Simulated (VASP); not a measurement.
Input of a VASP 6.6.1 run:

The input INCAR:

```
SYSTEM = TiO2
PREC = Accurate ; ENCUT = 520
EDIFF = 1E-7 ; ISMEAR = -1
SIGMA = 0.05 ; LREAL = .False.
LASPH = .True. ; NELM = 150
ALGO = Normal ; ISIF = 2
LWAVE = .False. ; LCHARG = .False.
LMAXMIX = 4 ; LDAU = .True.
LDAUTYPE = 2 ; LDAUL = 2 -1
LDAUU = 3 0 ; LDAUJ = 0 0
LDAUPRINT = 1 ; GGA = PS
NBANDS = 60 ; KPAR = 2
```

Contents of KPOINTS:

```
Automatic mesh
0
Gamma
  8 8 8
  0 0 0
```

POSCAR

```
TiO2
1.0
   -4.3507577183      4.3507577183      1.8875555959
    4.3507577183     -4.3507577183      1.8875555959
    4.3507577183      4.3507577183     -1.8875555959
Ti O
4 8
Direct
    0.2922817050      0.9971447550      0.2894264600
    0.0028552450      0.2922817050      0.2951369500
    0.9971447550      0.7077182950      0.7048630500
    0.7077182950      0.0028552450      0.7105735400
    0.4988638250      0.8492152850      0.3480791100
    0.1616620200      0.1596026000      0.3212646200
    0.1507847150      0.4988638250      0.6496485400
    0.1596026000      0.8383379800      0.9979405800
    0.8403974000      0.1616620200      0.0020594200
    0.8492152850      0.5011361750      0.3503514600
    0.8383379800      0.8403974000      0.6787353800
    0.5011361750      0.1507847150      0.6519208900
```

Potentials or basis: VASP PAW PBE potentials, release 64 (Ti_sv, O).

Command:

```bash
$ cat potpaw_PBE.64/Ti_sv/POTCAR potpaw_PBE.64/O/POTCAR > POTCAR
$ mpirun -np 2 vasp_std > vasp.out
```

Question: Predict the largest force.

Answer: 0.342 eV/Å.

Question: What does it give for the band gap on the k mesh?

Answer: 1.91 eV (least direct gap 2.63 eV).

Question: Estimate the pressure.

Answer: 3.6 GPa.

Forces on the atoms (eV/Å):
```
Ti   0.019  0.342  0.000
Ti   0.342 -0.019  0.000
Ti  -0.342  0.019  0.000
Ti  -0.019 -0.342  0.000
O    0.100  0.020  0.000
O    0.027  0.041  0.000
O    0.020 -0.100  0.000
O   -0.041  0.027  0.000
O    0.041 -0.027  0.000
O   -0.020  0.100  0.000
O   -0.027 -0.041  0.000
O   -0.100 -0.020  0.000
```

Caveat: the cell stands under pressure; the PAW data sets were made with another functional, which shifts forces and pressure a little. A k mesh can miss the band edges.
